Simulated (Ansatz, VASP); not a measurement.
## One calculation of NbTeS4, two programs

```xyz
6
Lattice="-3.3546 3.3546 2.7723 3.3546 -3.3546 2.7723 3.3546 3.3546 -2.7723" Properties=species:S:1:pos:R:3 pbc="T T T"
Nb    0.0000    0.0000    2.7723
Te    0.0000    0.0000    0.0000
S     1.1002    4.4548    1.3861
S    -1.1002    2.2543    1.3861
S     4.4548   -1.1002    1.3861
S     2.2543    1.1002    1.3861
```

Change from the starting cell: species swapped into the MnCoSn4 type (I422, No. 97).

Alike in both runs: task single point; functional PBE; k mesh 4 × 4 × 4; occupations gaussian, width 0.1 eV; no spin polarisation.

|  | VASP | Ansatz |
| --- | --- | --- |
| version | VASP 6.6.1 | Ansatz 0.2.0 |
| potentials or method | VASP PAW PBE potentials, release 64 (Nb_sv, Te, S), cutoff 520 eV | scalar-relativistic, plane waves, PAW |
| valence electrons in the cell | 43 | 53 |

Ansatz gave:

| Item | Value |
| --- | --- |
| gap on the k mesh at the Fermi level (eV) | none |
| pressure (GPa) | -6.8 |
| traceless stress, the component that is largest in VASP (GPa) | 10.32 |
| rms of the force components (eV/Å) | 0.031 |

Estimate VASP's values.

gap on the k mesh at the Fermi level (eV): none; pressure (GPa): -7.0; traceless stress, the component that is largest in VASP (GPa): 10.26; rms of the force components (eV/Å): 0.035.

Atom by atom the forces differ by 0.004 eV/Å (rms over components). A gap of «none» marks a metal or a gap that the smearing closes. VASP's potentials hold 43 valence electrons a cell and Ansatz's 53, so a difference there can come from the potentials and not from the codes.

The k mesh is coarse, so the values compare programs but aren't converged. Neither program's run includes spin-orbit coupling.
